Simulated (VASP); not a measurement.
Set up this calculation in VASP 6.6.1, as the native input.

```
Task                   : relaxation of cell and atoms
Functional             : PBE
Potentials or basis    : VASP PAW PBE potentials, release 64 (Sc_sv, Al)
Cutoff                 : 600 eV
k mesh                 : 6 × 6 × 2
Occupations            : gaussian, width 0.1 eV
Spin                   : no spin polarisation
Dipole correction      : no
Further INCAR settings : ALGO = Normal; EDIFF = 1e-06; IBRION = 2; EDIFFG = -0.04; NSW = 90; ISIF = 3
```

The structure of Sc5Al lies in POSCAR:

```
Sc5Al
1.0
    2.9521615200      0.0000000000      0.0000000000
   -1.4760807600      2.5566468700      0.0000000000
    0.0000000000      0.0000000000     14.2944913900
Sc Al
5 1
Direct
    0.3333333300      0.6666666700      0.6666666700
    0.3333333300      0.6666666700      0.3333333300
    0.6666666700      0.3333333300      0.8333333300
    0.6666666700      0.3333333300      0.1666666700
    0.6666666700      0.3333333300      0.5000000000
    0.3333333300      0.6666666700      0.0000000000
```

One way to write it, as run:

INCAR

```
PREC = Accurate
ENCUT = 600
EDIFF = 1E-6
ISMEAR = 0
SIGMA = 0.1
LREAL = F
LASPH = T
NELM = 60
ALGO = Normal
ISIF = 3
LWAVE = F
LCHARG = F
GGA = PE
IBRION = 2
NSW = 90
EDIFFG = -0.04
```

KPOINTS

```
regular mesh
0
Gamma
  6 6 2
```

Potentials or basis: VASP PAW PBE potentials, release 64 (Sc_sv, Al).

The run is started by

```console
$ cat potpaw_PBE.64/Sc_sv/POTCAR potpaw_PBE.64/Al/POTCAR > POTCAR
$ mpirun -np 1 vasp_std > vasp.out
```

Results of the run:

The relaxed volume is 23.52 Å³/atom. The relaxed cell is a = 3.269 Å, b = 3.269 Å, c = 15.252 Å, α = 90.00°, β = 90.00°, γ = 120.00°. The space group after relaxing (to 0.05 Å) is P-6m2 (No. 187). The energy gained by relaxing is 342.8 meV/atom, the ionic steps are 12 and the pressure after relaxing is 0.0 GPa. The largest force after relaxing is 0.012 eV/Å and the band gap on the k mesh is zero (band 29 reaches 4.88 eV, above the bottom of band 30 at 3.62 eV).

Caveat: the k points lie up to 0.37 Å⁻¹ apart in the final cell; the volume moved by over 15 % at a fixed basis, so the end points are rough.

Wall time 10 min on 1 thread of Oxide Virtual Turin-like Processor (shared host), peak memory 0.24 GiB.
